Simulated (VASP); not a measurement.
Set up this calculation in VASP 6.6.1, as the native input.

```
Task                   : single point
Functional             : PBE
Potentials or basis    : VASP PAW PBE potentials, release 64 (Pb_d, S)
Cutoff                 : 520 eV
k mesh                 : 4 × 5 × 5
Occupations            : fermi-dirac, width 0.05 eV
Spin                   : no spin polarisation
Dipole correction      : no
Further INCAR settings : ALGO = Normal; EDIFF = 1e-06; NBANDS = 50
```

The structure of PbS lies in POSCAR:

```
PbS
1.0
    7.0038670000      0.0000000000      0.0000000000
    0.0000000000      6.1458720000      0.0000000000
    0.0000000000      0.0000000000      6.2773720000
Pb S
4 4
Direct
    0.2500000000      0.8356000000      0.5465340000
    0.7500000000      0.1644000000      0.5465340000
    0.7500000000      0.6946280000      0.0008990000
    0.2500000000      0.3053720000      0.0008990000
    0.7500000000      0.7531320000      0.4120830000
    0.2500000000      0.2468680000      0.4120830000
    0.5000000000      0.0000000000      0.8603830000
    0.0000000000      0.0000000000      0.8603830000
```

One way to write it, as run:

INCAR

```
SYSTEM = PbS
PREC = Accurate
ENCUT = 520
EDIFF = 1E-6
ISMEAR = -1
SIGMA = 0.05
LREAL = .False.
LASPH = .True.
NELM = 80
ALGO = Normal
ISIF = 2
LWAVE = .False.
LCHARG = .False.
GGA = PE
NBANDS = 50
```

KPOINTS

```
Automatic mesh
0
Gamma
  4 5 5
  0 0 0
```

Potentials or basis: VASP PAW PBE potentials, release 64 (Pb_d, S).

Run with:

```sh
$ cat potpaw_PBE.64/Pb_d/POTCAR potpaw_PBE.64/S/POTCAR > POTCAR
$ mpirun -np 1 vasp_std > vasp.out
```

Results of the run:

| Item | Value |
| --- | --- |
| Pressure | 0.1 GPa |
| Largest force | 0.067 eV/Å |
| Band gap on the k mesh | 1.28 eV (least direct gap 1.80 eV) |

Caveat: spin-orbit coupling is left out, which moves the levels of the heavy elements; an odd mesh through Γ misses points on the zone boundary, where band edges can lie.

Run time: 15 min on 1 thread of AMD EPYC 7R43 64-Core Processor (Zen 3) (shared host), peak memory 0.45 GiB.
